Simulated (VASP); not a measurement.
# BaS (R-3m) in VASP: single point with PBE

Aim: the single point of BaS with PBE.

Everything below comes from runs of VASP 6.6.1. Logs are shortened: lines on timing, memory, paths and dates and some standing lists are left out, and cuts for length are marked.

### 1 The cell of the first run

The structure is trigonal, space group R-3m (No. 166). Conventional cell: a = 4.607 Å, b = 4.607 Å, c = 10.621 Å, α = 90.00°, β = 90.00°, γ = 120.00°. Within 4.2 Å of Ba (site symmetry -3m) lie 6 S at 3.20 Å. S (site symmetry -3m) has 6 Ba at 3.20 Å within 4.2 Å.

### 2 Single point, PBE (equal xy, yz and zx shear strains of -4 %)

File INCAR:

```
  PREC = Accurate
  ENCUT = 520
  EDIFF = 1E-6
  ISMEAR = -1
  SIGMA = 0.01
  LREAL = F
  LASPH = T
  NELM = 100
  ALGO = Normal
  ISIF = 2
  LWAVE = F
  LCHARG = F
  GGA = PE
  NBANDS = 15
```

File KPOINTS:

```
Automatic mesh
0
Gamma
  7 7 7
```

File POSCAR:

```
BaS
1.0
   -0.1277500000      3.1298750000      3.1298750000
    3.1298750000     -0.1277500000      3.1298750000
    3.1298750000      3.1298750000     -0.1277500000
Ba S
1 1
Direct
    0.0000000000      0.0000000000      0.0000000000
    0.5000000000      0.5000000000      0.5000000000
```

Potentials or basis: VASP PAW PBE potentials, release 64 (Ba_sv, S).

The run is started by

```console
cat potpaw_PBE.64/Ba_sv/POTCAR potpaw_PBE.64/S/POTCAR > POTCAR
mpirun -np 1 vasp_std > vasp.out
```

OUTCAR:

```text
PREC = Accurate
   ENCUT = 520
   EDIFF = 1E-6
   ISMEAR = -1
   LREAL = F
   LASPH = T
   NELM = 100
   ISIF = 2
   GGA = PE

 ion  position               nearest neighbor table
   1  0.000  0.000  0.000-   2 3.20   2 3.20   2 3.20   2 3.20   2 3.20   2 3.20
   2  0.500  0.500  0.500-   1 3.20   1 3.20   1 3.20   1 3.20   1 3.20   1 3.20

  LATTYP: Found a trigonal (rhomboedric) cell.
 ALAT       =     4.4281548182
 COS(alpha) =     0.4588014981

  Lattice vectors:

 A1 = (  -0.1277500000,   3.1298750000,   3.1298750000)
 A2 = (   3.1298750000,  -0.1277500000,   3.1298750000)
 A3 = (   3.1298750000,   3.1298750000,  -0.1277500000)

Analysis of symmetry for initial positions (statically):
=====================================================================
 Subroutine PRICEL returns:
 Original cell was already a primitive cell.

 Routine SETGRP: Setting up the symmetry group for a
 trigonal (rhombohedral) supercell.

 Subroutine GETGRP returns: Found 12 space group operations
 (whereof 12 operations were pure point group operations)
 out of a pool of 12 trial point group operations.

The static configuration has the point symmetry D_3d.

Analysis of symmetry for dynamics (positions and initial velocities):
=====================================================================
 Subroutine PRICEL returns:
 Original cell was already a primitive cell.

 Routine SETGRP: Setting up the symmetry group for a
 trigonal (rhombohedral) supercell.

 Subroutine GETGRP returns: Found 12 space group operations
 (whereof 12 operations were pure point group operations)
 out of a pool of 12 trial point group operations.

The dynamic configuration has the point symmetry D_3d.

 Subroutine INISYM returns: Found 12 space group operations
 (whereof 12 operations are pure point group operations),
 and found     1 'primitive' translations

----------------------------------------------------------------------------------------

                                     Primitive cell

  volume of cell :      65.0735

  direct lattice vectors                    reciprocal lattice vectors
    -0.127750000  3.129875000  3.129875000    -0.150288426  0.156683678  0.156683678
     3.129875000 -0.127750000  3.129875000     0.156683678 -0.150288426  0.156683678
     3.129875000  3.129875000 -0.127750000     0.156683678  0.156683678 -0.150288426

  length of vectors
     4.428154818  4.428154818  4.428154818     0.267742714  0.267742714  0.267742714

  position of ions in fractional coordinates (direct lattice)
     0.000000000  0.000000000  0.000000000
     0.500000000  0.500000000  0.500000000

  ion indices of the primitive-cell ions
   primitive index   ion index
                 1           1
                 2           2

----------------------------------------------------------------------------------------

 KPOINTS: Automatic mesh

Automatic generation of k-mesh.
 Grid dimensions read from file:
 generate k-points for:    7    7    7

 Generating k-lattice:

  Cartesian coordinates                     Fractional coordinates (reciprocal lattice)
    -0.021469775  0.022383383  0.022383383     0.142857143  0.000000000  0.000000000
     0.022383383 -0.021469775  0.022383383     0.000000000  0.142857143  0.000000000
     0.022383383  0.022383383 -0.021469775     0.000000000  0.000000000  0.142857143

  Length of vectors
     0.038248959  0.038248959  0.038248959

  Shift w.r.t. Gamma in fractional coordinates (k-lattice)
     0.000000000  0.000000000  0.000000000

 Subroutine IBZKPT returns following result:
 ===========================================

 Found     44 irreducible k-points:

 Following reciprocal coordinates:
            Coordinates               Weight
  0.000000  0.000000  0.000000      1.000000
  0.142857  0.000000  0.000000      6.000000
  0.285714  0.000000 -0.000000      6.000000
  0.428571  0.000000  0.000000      6.000000
  0.142857  0.142857  0.000000      6.000000
  0.285714  0.142857  0.000000     12.000000
[... 16 lines left out ...]
  0.285714  0.285714  0.142857      6.000000
  0.428571  0.285714  0.142857     12.000000
 [... further k-points ...]
   k-points           NKPTS =     44   k-points in BZ     NKDIM =     44   number of bands    NBANDS=     15
   number of dos      NEDOS =    301   number of ions     NIONS =      2
   total plane-waves  NPLWV =  46656
   dimension x,y,z NGX =    36 NGY =   36 NGZ =   36
   dimension x,y,z NGXF=    72 NGYF=   72 NGZF=   72
   ions per type =               1   1
   NGX,Y,Z   is equivalent  to a cutoff of  13.52, 13.52, 13.52 a.u.
   NGXF,Y,Z  is equivalent  to a cutoff of  27.03, 27.03, 27.03 a.u.
 SYSTEM =  unknown system
   PREC   = accura    normal or accurate (medium, high low for compatibility)
   ISTART =      0    job   : 0-new  1-cont  2-samecut
   ICHARG =      2    charge: 1-file 2-atom 10-const
   ISPIN  =      1    spin polarized calculation?
   LNONCOLLINEAR =      F non collinear calculations
   LSORBIT =      F    spin-orbit coupling
   LASPH  =      T    aspherical Exc in radial PAW
   ENCUT  =  520.0 eV  38.22 Ry    6.18 a.u.   8.23  8.23  8.23*2*pi/ulx,y,z
   NELM   =    100;   NELMIN=  2; NELMDL= -5     # of ELM steps
   EDIFF  = 0.1E-05   stopping-criterion for ELM
   LREAL  =      F    real-space projection
   EDIFFG = 0.1E-04   stopping-criterion for IOM
   NSW    =      0    number of steps for IOM
   IBRION =     -1    ionic relax: 0-MD 1-quasi-New 2-CG
   NFREE  =      0    steps in history (QN), initial steepest desc. (CG)
   ISIF   =      2    stress and relaxation
   ISYM   =      2    0-nonsym 1-usesym 2-fastsym
   POTIM  = 0.5000    time-step for ionic-motion
   TEBEG  =    0.0;   TEEND  =   0.0 temperature during run
   PSTRESS=    0.0 pullay stress
   NELECT =      16.0000    total number of electrons
   NUPDOWN=      -1.0000    fix difference up-down
   EMIN   =  10.00;   EMAX   =-10.00  energy-range for DOS
   EFERMI =   0.00;   METHOD = LEGACY
   ISMEAR =    -1;   SIGMA  =   0.01  broadening in eV -4-tet -1-fermi 0-gaus
   EFERMI_NEDOS =   21; number of points for ismear=-14 and -15
   IALGO  =     38    algorithm
   IMIX   =      4    mixing-type and parameters
     AMIX     =   0.40;   BMIX     =  1.00
     AMIX_MAG =   1.60;   BMIX_MAG =  1.00
  volume/ion in A,a.u.               =      32.54       219.57
  Fermi-wavevector in a.u.,A,eV,Ry     =   1.025605  1.938112 14.311495  1.051865
  Thomas-Fermi vector in A             =   2.159454
   LORBIT       =      0    0 simple, 1 ext, 2 COOP (PROOUT), +10 PAW based schemes
   GGA     = PE    functional components
   LHFCALC =     F    Hartree Fock is set to
   AEXX    =    0.0000 exact exchange contribution
   IVDW    =     0    specifies the selected vdW correction
   LEPSILON=     F    determine dielectric tensor
   LRPA    =     F    only Hartree local field effects (RPA)
 non-spin polarized calculation
  energy-cutoff  :      520.00
  volume of cell :       65.07
 maximum number of plane-waves:      1768
 NGX is ok and might be reduce to    36
   NGX = 17   NGY = 17   NGZ = 17

 number of electron      16.0000001 magnetization

 Free energy of the ion-electron system (eV)
  ---------------------------------------------------
  ext. energy  EPLUGINS =         0.00000000
  ---------------------------------------------------
  free energy    TOTEN  =       -10.16720111 eV

  energy without entropy =      -10.16720111  energy(sigma->0) =      -10.16720111

 E-fermi :   1.7517     XC(G=0):  -8.6333

 val. band max:        1.5622365215   @ k =   0.0000   0.0000   0.0000
 cond. band min:       3.6248313457   @ k =   0.4286   0.4286   0.0000
 fundamental gap:      2.0625948243
 Fermi energy:         1.7516793065

 k-point     1 :       0.0000    0.0000    0.0000
  band No.  band energies     occupation
      1     -24.6256      2.00000
      2      -9.6819      2.00000
      3      -9.6819      2.00000
      4      -9.6695      2.00000
      5      -8.8945      2.00000
      6       1.4323      2.00000
      7       1.4323      2.00000
      8       1.5622      2.00000
      9       4.9979      0.00000
     10       5.1462      0.00000
     11       5.1462      0.00000
     12       5.7616      0.00000
     13       6.2863      0.00000
     14       6.2863      0.00000
     15      10.2213      0.00000

 k-point     2 :       0.1429    0.0000    0.0000
  band No.  band energies     occupation
      1     -24.6177      2.00000
      2     -10.0451      2.00000
      3      -9.6850      2.00000
      4      -9.6804      2.00000
      5      -8.5102      2.00000
      6       0.9373      2.00000
      7       1.1619      2.00000
      8       1.3084      2.00000
      9       5.2741      0.00000
     10       5.4435      0.00000
     11       5.6513      0.00000
     12       6.0695      0.00000
     13       6.8496      0.00000
     14       6.8548      0.00000
     15      10.9568      0.00000

 k-point     3 :       0.2857    0.0000   -0.0000
  band No.  band energies     occupation
      1     -24.5997      2.00000
      2     -10.5114      2.00000
      3      -9.7015      2.00000
      4      -9.6918      2.00000
      5      -7.9956      2.00000
      6       0.1124      2.00000
      7       0.6799      2.00000
      8       0.8756      2.00000
      9       5.6971      0.00000
     10       6.2293      0.00000
     11       6.6120      0.00000
     12       7.2201      0.00000
     13       8.2146      0.00000
     14       8.2357      0.00000
     15      11.8696      0.00000
[... 343 lines left out ...]
 k-point    23 :       0.2857    0.2857    0.1429
  band No.  band energies     occupation
      1     -24.5954      2.00000
      2     -10.3592      2.00000
      3      -9.7613      2.00000
      4      -9.7220      2.00000
      5      -8.1984      2.00000
      6       0.1574      2.00000
      7       0.9943      2.00000
      8       1.0146      2.00000
      9       4.7592      0.00000
     10       6.4720      0.00000
     11       6.7363      0.00000
     12       6.9084      0.00000
     13       7.2795      0.00000
     14       9.1623      0.00000
     15      12.5659      0.00000

 k-point    24 :       0.4286    0.2857    0.1429
  band No.  band energies     occupation
      1     -24.5820      2.00000
      2     -10.4742      2.00000
      3      -9.8452      2.00000
      4      -9.7383      2.00000
      5      -8.1173      2.00000
      6       0.0586      2.00000
      7       0.6190      2.00000
      8       1.1478      2.00000
      9       4.7903      0.00000
     10       6.7845      0.00000
     11       7.2598      0.00000
     12       7.9920      0.00000
     13       8.1678      0.00000
     14       9.9839      0.00000
     15      11.4139      0.00000

 [... further k-points ...]

------------------------ aborting loop because EDIFF is reached ----------------------------------------

  FORCE on cell =-STRESS in cart. coord.  units (eV):
  Direction    XX          YY          ZZ          XY          YZ          ZX
  --------------------------------------------------------------------------------------
  -------------------------------------------------------------------------------------
  Total        0.5660637      0.5660637      0.5660637      0.2651317      0.2651317      0.2651317
  in kB       13.9370734     13.9370734     13.9370734      6.5278171      6.5278171      6.5278171
  external PRESSURE =      13.9370734 kB  Pullay stress =       0.0000000 kB

 VOLUME and BASIS-vectors are now :
 -----------------------------------------------------------------------------
  energy-cutoff  :      520.00
  volume of cell :       65.07
      direct lattice vectors                 reciprocal lattice vectors
    -0.127750000  3.129875000  3.129875000    -0.150288426  0.156683678  0.156683678
     3.129875000 -0.127750000  3.129875000     0.156683678 -0.150288426  0.156683678
     3.129875000  3.129875000 -0.127750000     0.156683678  0.156683678 -0.150288426

 POSITION                                       TOTAL-FORCE (eV/Angst)
 -----------------------------------------------------------------------------------
      0.00000      0.00000      0.00000         0.000000     -0.000000      0.000000
      3.06600      3.06600      3.06600        -0.000000      0.000000     -0.000000
 -----------------------------------------------------------------------------------
    total drift:                                0.000000      0.000000      0.000000

  FREE ENERGIE OF THE ION-ELECTRON SYSTEM (eV)
  ---------------------------------------------------
  free  energy   TOTEN  =       -10.1672011119 eV

  energy  without entropy=      -10.1672011119  energy(sigma->0) =      -10.16720111
```

Wall time 36 s (1 thread of Intel Xeon Platinum 8375C at 2.90GHz (Ice Lake), shared host); peak memory 0.22 GiB.

What came out:

* Free energy: -10.1672 eV
* Pressure: 1.4 GPa
* Band gap on the k mesh: 2.06 eV, indirect (least direct gap 2.25 eV)

Caveat: the cell differs from its parent crystal (equal xy, yz and zx shear strains of -4 %); spin-orbit coupling is left out, which moves the levels of the heavy elements.
